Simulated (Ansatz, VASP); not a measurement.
# One calculation of Al36O, two programs

```xyz
37
Lattice="0.0000 6.0584 6.0584 6.0584 0.0000 6.0584 8.0779 8.0779 0.0000" Properties=species:S:1:pos:R:3 pbc="T T T"
Al   -0.0077    0.0020    0.0001
Al    2.0115    2.0210    0.0065
Al    4.0348    4.0443   -0.0010
Al    6.0522    6.0618    0.0007
Al    2.0256    0.0172    1.9956
Al    4.0181    2.0182    2.0325
Al    6.0486    4.0436    2.0173
Al    8.0664    6.0677    2.0047
Al    4.0441    0.0008    4.0410
Al    6.0427    2.0155    4.0491
Al    8.0680    4.0176    4.0387
Al   10.1192    6.0625    4.0404
Al    0.0077    2.0349    1.9955
Al    2.0089    4.0272    2.0326
Al    4.0344    6.0580    2.0173
Al    6.0582    8.0759    2.0047
Al    2.0181    2.0275    4.0519
Al    4.0137    4.0230    4.0473
Al    5.9831    5.9918    3.9684
Al    8.1518    8.1618    3.9501
Al    4.0316    2.0055    6.0588
Al    6.0587    4.0299    6.0503
Al    8.1385    5.9963    6.1360
Al   10.1028    8.0713    6.0615
Al   -0.0088    4.0537    4.0408
Al    2.0062    6.0524    4.0492
Al    4.0087    8.0773    4.0386
Al    6.0530   10.1287    4.0403
Al    1.9960    4.0412    6.0587
Al    4.0207    6.0683    6.0502
Al    5.9871    8.1489    6.1361
Al    8.0617   10.1123    6.0614
Al    4.0404    4.0499    8.0823
Al    6.0568    6.0663    8.0959
Al    8.0648    8.0741    8.1001
Al   10.0824   10.0916    8.0807
O     7.0689    7.0793    5.0407
```

Alike in both runs: task single point; functional PBE; k mesh 4 × 4 × 3; occupations methfessel-paxton of order 1, width 0.1 eV; no spin polarisation.

```csv
,VASP,Ansatz
version,VASP 6.6.1,Ansatz 0.2.0
potentials or method,"VASP PAW PBE potentials, release 64 (Al, O), cutoff 520 eV",plane-wave PAW DFT
valence electrons in the cell,114,114
```

```csv
,VASP,Ansatz,Ansatz less VASP
rms of the force components (eV/Å),0.073,0.072,-0.0006
```

Atom by atom the forces differ by 0.002 eV/Å (rms over components). The functional is the same, so the differences come from potentials, cutoffs and numerics.
